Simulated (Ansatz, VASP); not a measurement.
**Two plane-wave programs on Mg2Sn**

INCAR

```
SYSTEM = Mg2Sn
  PREC = Accurate
  ENCUT = 600
  EDIFF = 1E-6
  ISMEAR = -1
  SIGMA = 0.02
  LREAL = .FALSE.
  LASPH = .TRUE.
  NELM = 120
  ALGO = Normal
  ISIF = 2
  LWAVE = .FALSE.
  LCHARG = .TRUE.
  GGA = PE
  LELF = .TRUE.
  LVHAR = .TRUE.
  NBANDS = 16
  GGA_COMPAT = .FALSE.
```

KPOINTS

```
regular mesh
0
G
  6 6 6
  0 0 0
```

POSCAR

```
Mg2Sn
1.0
    0.0000000000      3.3123365764      3.3123365764
    3.3123365764      0.0000000000      3.3123365764
    3.3123365764      3.3123365764      0.0000000000
Sn Mg
1 2
Direct
    0.0000000000      0.0000000000      0.0000000000
    0.2500000000      0.2500000000      0.2500000000
    0.7500000000      0.7500000000      0.7500000000
```

Input for Ansatz:

```yaml
crystal:
  lattice:
    - [0.0, 3.3123365764, 3.3123365764]
    - [3.3123365764, 0.0, 3.3123365764]
    - [3.3123365764, 3.3123365764, 0.0]
  atoms:
    - { symbol: Sn, position: [0.0, 0.0, 0.0] }
    - { symbol: Mg, position: [0.25, 0.25, 0.25] }
    - { symbol: Mg, position: [0.75, 0.75, 0.75] }
kpoints:
  mp_grid: { grid: [6, 6, 6] }
  band_path:
    path:
      - [0.0, 0.0, 0.0]
      - [0.5, 0.0, 0.5]
      - [0.625, 0.25, 0.625]
      - [0.375, 0.375, 0.75]
      - [0.5, 0.5, 0.5]
      - [0.5, 0.25, 0.75]
      - [0.0, 0.5, 0.5]
    npoints: 1
hamiltonian:
  xc: pbe
scf:
  occupations: { method: fermi_dirac, width: 0.02 }
  n_extra_bands: 4
output:
  forces: true
  stress: true
  eigenvalues: true
  write_density: true
  write_potential: true
  elf: true
  volumetric_format: npy
```

Change from the starting cell: hydrostatic strain -2.0%.

Alike in both runs: task single point; functional PBE; k mesh 6 × 6 × 6; occupations fermi-dirac, width 0.02 eV; no spin polarisation.

```csv
,VASP,Ansatz
version,VASP 6.6.1,Ansatz 0.2.0
potentials or method,"VASP PAW PBE potentials, release 64 (Sn_d, Mg)","plane waves, PAW"
plane-wave cutoff (eV),600,420
valence electrons in the cell,18,34
```

```tsv
	VASP	Ansatz	Ansatz less VASP
pressure (GPa)	4.2	4.2	+0.01
```

VASP's potentials hold 18 valence electrons a cell and Ansatz's 34, so a difference there can come from the potentials and not from the codes.
